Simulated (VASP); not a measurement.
# TaN (P-6m2) in VASP: a series of runs, part 2 of 3

VASP 6.6.1. Earlier steps stand in the parts before.

### 3 Electric field gradients, PBE (z stretched by +4 % at fixed volume)

INCAR reads:

```
  ALGO = Normal
  EDIFF = 1E-8
  ENCUT = 520
  GGA = PE
  GGA_COMPAT = F
  ISIF = 2
  ISMEAR = -1
  LASPH = T
  LCHARG = F
  LEFG = T
  LREAL = F
  LWAVE = F
  NBANDS = 16
  NELM = 120
  PREC = Accurate
  SIGMA = 0.02
```

KPOINTS reads:

```
k-points
0
Gamma
  12 12 10
```

POSCAR reads:

```
TaN
1.0
    2.8809449058      0.0000000000      0.0000000000
   -1.4404724529      2.4949714753      0.0000000000
    0.0000000000      0.0000000000      2.9983200000
Ta N
1 1
Direct
    0.3333333333      0.6666666667      0.5000000000
    0.0000000000      0.0000000000      0.0000000000
```

Potentials or basis: VASP PAW PBE potentials, release 64 (Ta_sv_GW, N).

Run with:

```
$ cat potpaw_PBE.64/Ta_sv_GW/POTCAR potpaw_PBE.64/N/POTCAR > POTCAR
$ mpirun -np 1 vasp_std > vasp.out
```

OUTCAR:

```text
EDIFF = 1E-8
   ENCUT = 520
   GGA = PE
   ISIF = 2
   ISMEAR = -1
   LASPH = T
   LREAL = F
   NELM = 120
   PREC = Accurate

 ion  position               nearest neighbor table
   1  0.333  0.667  0.500-   2 2.24   2 2.24   2 2.24   2 2.24   2 2.24   2 2.24
   2  0.000  0.000  0.000-   1 2.24   1 2.24   1 2.24   1 2.24   1 2.24   1 2.24

  LATTYP: Found a hexagonal cell.
 ALAT       =     2.8809449058
 C/A-ratio  =     1.0407418739

  Lattice vectors:

[... 668 lines left out ...]

  FREE ENERGIE OF THE ION-ELECTRON SYSTEM (eV)
  ---------------------------------------------------
  free  energy   TOTEN  =       -24.8654263803 eV

  energy  without entropy=      -24.8653529465  energy(sigma->0) =      -24.86538966

 Electric field gradients (V/A^2)
---------------------------------------------------------------------
 ion       V_xx      V_yy      V_zz      V_xy      V_xz      V_yz
---------------------------------------------------------------------
   1     -33.871   -33.872    67.743    -0.000     0.000    -0.000
   2      -5.265    -5.264    10.529     0.000    -0.000     0.000
---------------------------------------------------------------------

 Electric field gradients after diagonalization (V/A^2)
 (convention: |V_zz| > |V_xx| > |V_yy|)
----------------------------------------------------------------------
 ion       V_xx      V_yy      V_zz     asymmetry (V_yy - V_xx)/ V_zz
----------------------------------------------------------------------
   1     -33.872   -33.871    67.743       0.000
   2      -5.265    -5.264    10.529       0.000
----------------------------------------------------------------------

           NMR quadrupolar parameters

 Cq : quadrupolar parameter    Cq=e*Q*V_zz/h
 eta: asymmetry parameters     (V_yy - V_xx)/ V_zz
 Q  : nuclear electric quadrupole moment in mb (millibarn)
----------------------------------------------------------------------
 ion       Cq(MHz)       eta       Q (mb)
----------------------------------------------------------------------
   1       0.164       0.000       1.000
   2       0.025       0.000       1.000
----------------------------------------------------------------------
```

OSZICAR:

```text
N       E                     dE             d eps       ncg     rms          rms(c)
DAV:   1     0.989130931009E+02    0.98913E+02   -0.11365E+04  3680   0.114E+03
DAV:   2    -0.239009464048E+02   -0.12281E+03   -0.11898E+03  5144   0.305E+02
DAV:   3    -0.284451914716E+02   -0.45442E+01   -0.45407E+01  4320   0.526E+01
DAV:   4    -0.285619594897E+02   -0.11677E+00   -0.11677E+00  5176   0.587E+00
DAV:   5    -0.285664988314E+02   -0.45393E-02   -0.45393E-02  4344   0.870E-01    0.586E+01
DAV:   6    -0.250214769872E+02    0.35450E+01   -0.74555E+00  4360   0.235E+01    0.577E+01
DAV:   7    -0.249021339108E+02    0.11934E+00   -0.58119E-01  3840   0.607E+00    0.243E+01
DAV:   8    -0.248655215370E+02    0.36612E-01   -0.11406E-01  4712   0.273E+00    0.416E+00
DAV:   9    -0.248654255080E+02    0.96029E-04   -0.55542E-03  4896   0.740E-01    0.131E+00
DAV:  10    -0.248654031871E+02    0.22321E-04   -0.13260E-03  3776   0.357E-01    0.127E-01
DAV:  11    -0.248654287671E+02   -0.25580E-04   -0.68005E-05  4400   0.962E-02    0.174E-01
DAV:  12    -0.248654261280E+02    0.26391E-05   -0.81125E-06  4784   0.273E-02    0.436E-02
DAV:  13    -0.248654263987E+02   -0.27073E-06   -0.52995E-07  4000   0.666E-03    0.866E-03
DAV:  14    -0.248654264126E+02   -0.13872E-07   -0.75215E-08  4664   0.195E-03    0.633E-03
DAV:  15    -0.248654263876E+02    0.25014E-07   -0.83102E-09  2424   0.818E-04    0.859E-04
DAV:  16    -0.248654263803E+02    0.72575E-08   -0.60751E-10  1928   0.248E-04
   1 F= -.24865426E+02 E0= -.24865390E+02  d E =-.734338E-04
```

It took 15 s on 1 thread of Intel Xeon 6975P-C (Granite Rapids), shared host; peak memory 0.17 GiB.

Results:

| Property | Result |
| --- | --- |
| Free energy | -24.8654 eV |
| Pressure | 3.5 GPa |
| Band gap on the k mesh | zero (band 9 reaches 12.66 eV, above the bottom of band 10 at 12.28 eV) |

Stress tensor (GPa, compression positive):
```
 15.46   0.00   0.00
  0.00  15.46   0.00
  0.00   0.00 -20.35
```

Electric field gradients, principal values (V/Å²):
```csv
atom,least,middle,greatest (by size)
1 Ta,-33.871,-33.872,67.743
2 N,-5.264,-5.265,10.529
```

Caveat: without QUAD_EFG the Cq values of the log hold for a quadrupole moment of 1 mb, not for the nuclei; spin-orbit coupling is left out, which moves the levels of the heavy elements.

### 4 Electric field gradients, PBEsol

This run uses another cell than the first one, of the same volume but with other edges.

INCAR reads:

```
SYSTEM = TaN
PREC = Accurate
ENCUT = 520
EDIFF = 1E-8
ISMEAR = -1
SIGMA = 0.02
LREAL = .False.
LASPH = .True.
NELM = 120
ALGO = Normal
ISIF = 2
LWAVE = .False.
LCHARG = .False.
GGA = PS
LEFG = .True.
NBANDS = 16
GGA_COMPAT = .False.
```

KPOINTS reads:

```
regular mesh
0
Gamma
  12 12 10
  0 0 0
```

POSCAR reads:

```
TaN
1.0
    2.9379988584      0.0000000000      0.0000000000
   -1.4689994292      2.5443816477      0.0000000000
    0.0000000000      0.0000000000      2.8830000000
Ta N
1 1
Direct
    0.3333333333      0.6666666667      0.5000000000
    0.0000000000      0.0000000000      0.0000000000
```

Potentials or basis: VASP PAW PBE potentials, release 64 (Ta_sv_GW, N).

Run with:

```
$ cat potpaw_PBE.64/Ta_sv_GW/POTCAR potpaw_PBE.64/N/POTCAR > POTCAR
$ mpirun -np 1 vasp_std > vasp.out
```

OUTCAR:

```text
SYSTEM = TaN
   PREC = Accurate
   ENCUT = 520
   EDIFF = 1E-8
   ISMEAR = -1
   LREAL = .False.
   LASPH = .True.
   NELM = 120
   ISIF = 2
   GGA = PS

 ion  position               nearest neighbor table
   1  0.333  0.667  0.500-   2 2.23   2 2.23   2 2.23   2 2.23   2 2.23   2 2.23
   2  0.000  0.000  0.000-   1 2.23   1 2.23   1 2.23   1 2.23   1 2.23   1 2.23

  LATTYP: Found a hexagonal cell.
 ALAT       =     2.9379988584
 C/A-ratio  =     0.9812801635

  Lattice vectors:

 A1 = (   2.9379988584,   0.0000000000,   0.0000000000)
 A2 = (  -1.4689994292,   2.5443816477,   0.0000000000)
[... 669 lines left out ...]
  free  energy   TOTEN  =       -26.3344068331 eV

  energy  without entropy=      -26.3343069988  energy(sigma->0) =      -26.33435692

 Electric field gradients (V/A^2)
---------------------------------------------------------------------
 ion       V_xx      V_yy      V_zz      V_xy      V_xz      V_yz
---------------------------------------------------------------------
   1     -17.253   -17.253    34.506     0.000     0.000     0.000
   2      -0.168    -0.167     0.334     0.001    -0.000    -0.000
---------------------------------------------------------------------

 Electric field gradients after diagonalization (V/A^2)
 (convention: |V_zz| > |V_xx| > |V_yy|)
----------------------------------------------------------------------
 ion       V_xx      V_yy      V_zz     asymmetry (V_yy - V_xx)/ V_zz
----------------------------------------------------------------------
   1     -17.253   -17.253    34.506       0.000
   2      -0.168    -0.166     0.334       0.007
----------------------------------------------------------------------

           NMR quadrupolar parameters

 Cq : quadrupolar parameter    Cq=e*Q*V_zz/h
 eta: asymmetry parameters     (V_yy - V_xx)/ V_zz
 Q  : nuclear electric quadrupole moment in mb (millibarn)
----------------------------------------------------------------------
 ion       Cq(MHz)       eta       Q (mb)
----------------------------------------------------------------------
   1       0.083       0.000       1.000
   2       0.001       0.007       1.000
----------------------------------------------------------------------
```

Wall time 14 s (1 thread of Intel Xeon 6975P-C (Granite Rapids), shared host); peak memory 0.17 GiB.

Results:

- Free energy: -26.3344 eV
- Pressure: -5.1 GPa
- Band gap on the k mesh: zero (band 9 reaches 12.69 eV, above the bottom of band 10 at 12.19 eV)

Levels at points of the mesh, in eV from the Fermi level:
```
           k point  band 7  band 8  band 9  band 10  band 11  band 12
(0.00, 0.00, 0.00)   -4.66   -4.32   -3.01     2.09     3.49     3.49
(0.50, 0.00, 0.00)   -5.30   -3.59   -3.27     2.89     3.94     5.09
(0.00, 0.00, 0.50)   -3.84   -3.84   -0.20    -0.20     2.33     3.19
(0.50, 0.00, 0.50)   -6.30   -5.79   -0.44     4.05     5.27     5.98
```

Electric field gradients, principal values (V/Å²):
```
atom    least   middle  greatest (by size)
1 Ta  -17.253  -17.253              34.506
 2 N   -0.166   -0.168               0.334
```

Caveat: without QUAD_EFG the Cq values of the log hold for a quadrupole moment of 1 mb, not for the nuclei; the PAW data sets were made with another functional, which shifts forces and pressure a little; spin-orbit coupling is left out, which moves the levels of the heavy elements.

(Part 2 of 3 ends here.)
